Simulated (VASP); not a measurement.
Here is a VASP 6.6.1 calculation.

File INCAR:

```
SYSTEM = Si
PREC = Accurate
ENCUT = 520
EDIFF = 1E-6
ISMEAR = 0
SIGMA = 0.02
LREAL = .FALSE.
LASPH = .TRUE.
NELM = 60
ALGO = Normal
ISIF = 2
LWAVE = .FALSE.
LCHARG = .FALSE.
GGA = CA
IBRION = 2
NSW = 60
EDIFFG = -0.002
```

KPOINTS

```
regular mesh
0
G
  9 9 6
  0 0 0
```

File POSCAR:

```
Si
1.0
    3.8211964665      0.0000000000      0.0000000000
   -1.9105982332      3.3092532128      0.0000000000
    0.0000000000      0.0000000000      6.2809789075
Si
4
Direct
    0.3333333333      0.6666666667     -0.0005202481
    0.6666666667      0.3333333333      0.4994797519
    0.3333333333      0.6666666667      0.3745202481
    0.6666666667      0.3333333333      0.8745202481
```

Potentials or basis: VASP PAW LDA potentials, release 64 (Si).

Command:

```console
$ cat potpaw_LDA.64/Si/POTCAR > POTCAR
$ mpirun -np 1 vasp_std > vasp.out
```

Question: Estimate the band gap on the k mesh.

Answer: 0.31 eV, indirect (least direct gap 0.91 eV).

Question: Estimate the energy gained by relaxing.

Answer: 0.0 meV/atom.

Stress tensor (GPa, compression positive):
```
-1.12  0.00  0.00
 0.00 -1.12  0.00
 0.00  0.00 -0.06
```

Caveat: the cell differs from its parent crystal (strained cell). A k mesh can miss the band edges.
